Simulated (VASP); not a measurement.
Be2NiH: relaxation of cell and atoms with PBE

Crystal: Be2NiH.

```
Be Ni H
1.0
     2.87664    0.00000    0.00000
     0.00000    2.87664    0.00000
     0.00000    0.00000    3.90882
Be Ni H
2 1 1
Direct
  0.00000 0.00000 0.50000
  0.50000 0.50000 0.00000
  0.00000 0.00000 0.00000
  0.50000 0.50000 0.50000
```

The cell was generated, and may not be a known phase.

```
Program                : VASP 6.6.1
Task                   : relaxation of cell and atoms
Functional             : PBE
Potentials or basis    : VASP PAW PBE potentials, release 64 (Be, Ni, H)
Cutoff                 : 600 eV
k mesh                 : 6 × 6 × 4
Occupations            : gaussian, width 0.1 eV
Spin                   : collinear spin, ferromagnetic start
Starting moments       : [0.0, 0.0, 2.0, 0.0] μB
Dipole correction      : no
Further INCAR settings : ALGO = Normal; EDIFF = 1e-06; IBRION = 2; EDIFFG = -0.04; NSW = 90; ISIF = 3
```

* Relaxed volume: 8.99 Å³/atom
* Relaxed cell: a = 2.899 Å, b = 2.899 Å, c = 4.278 Å, α = 90.00°, β = 90.00°, γ = 90.00°
* Space group after relaxing (to 0.1 Å): P4/mmm (No. 123)
* Energy gained by relaxing: 58.2 meV/atom
* Ionic steps: 6
* Pressure after relaxing: 0.2 GPa
* Net moment: 0.00 μB per cell
* Valence electrons inside the program's atomic spheres: Be 0.81, 1.12; Ni 9.63; H 0.46

Stress tensor (GPa, compression positive):
```
0.09 0.00 0.00
0.00 0.09 0.00
0.00 0.00 0.42
```

The path:
```tsv
step	energy change (eV)	largest force (eV/Å)	pressure (GPa)	volume (Å³)
1	0.0000	0.0000	13.81	32.35
2	-0.2076	0.0000	0.66	35.70
3	-0.2123	0.0000	-2.75	36.86
4	-0.2138	0.0000	-1.68	36.51
5	-0.2296	0.0000	-0.70	36.17
6	-0.2326	0.0000	0.20	35.96
```

Final structure:
```xyz
4
Lattice="2.8993 0.0000 0.0000 0.0000 2.8993 0.0000 0.0000 0.0000 4.2784" Properties=species:S:1:pos:R:3 pbc="T T T"
Be    0.0000    0.0000    2.1392
Be    1.4497    1.4497    0.0000
Ni    0.0000    0.0000    0.0000
H     1.4497    1.4497    2.1392
```

Levels at points of the mesh, in eV from the Fermi level:
Spin up:
```tsv
k point	band 5	band 6	band 7	band 8	band 9	band 10
(0.00, 0.00, 0.00)	-1.47	-1.41	-1.41	-0.32	4.49	4.49
(0.50, 0.00, 0.00)	-2.54	-1.32	-0.61	0.76	1.12	4.28
(0.50, 0.50, 0.00)	-2.10	-2.10	-1.46	-0.81	1.79	3.46
(0.00, 0.00, 0.50)	-1.53	-1.53	-1.47	4.75	5.88	5.88
(0.50, 0.00, 0.50)	-2.53	-2.30	-1.40	-1.24	-0.40	8.73
(0.50, 0.50, 0.50)	-2.39	-0.81	-0.76	-0.76	1.82	1.82
```
Spin down:
```
           k point  band 5  band 6  band 7  band 8  band 9  band 10
(0.00, 0.00, 0.00)   -1.47   -1.41   -1.41   -0.32    4.49     4.49
(0.50, 0.00, 0.00)   -2.54   -1.32   -0.61    0.76    1.12     4.28
(0.50, 0.50, 0.00)   -2.10   -2.10   -1.46   -0.81    1.79     3.46
(0.00, 0.00, 0.50)   -1.53   -1.53   -1.47    4.75    5.88     5.88
(0.50, 0.00, 0.50)   -2.53   -2.30   -1.40   -1.24   -0.40     8.73
(0.50, 0.50, 0.50)   -2.39   -0.81   -0.76   -0.76    1.83     1.83
```

Run time: 44 s on 1 thread of Intel(R) Xeon(R) 6975P-C (Granite Rapids) (shared host), peak memory 0.18 GiB.

Caveat: the k points lie up to 0.37 Å⁻¹ apart in the final cell; the moments typed at the start vanished in this run.
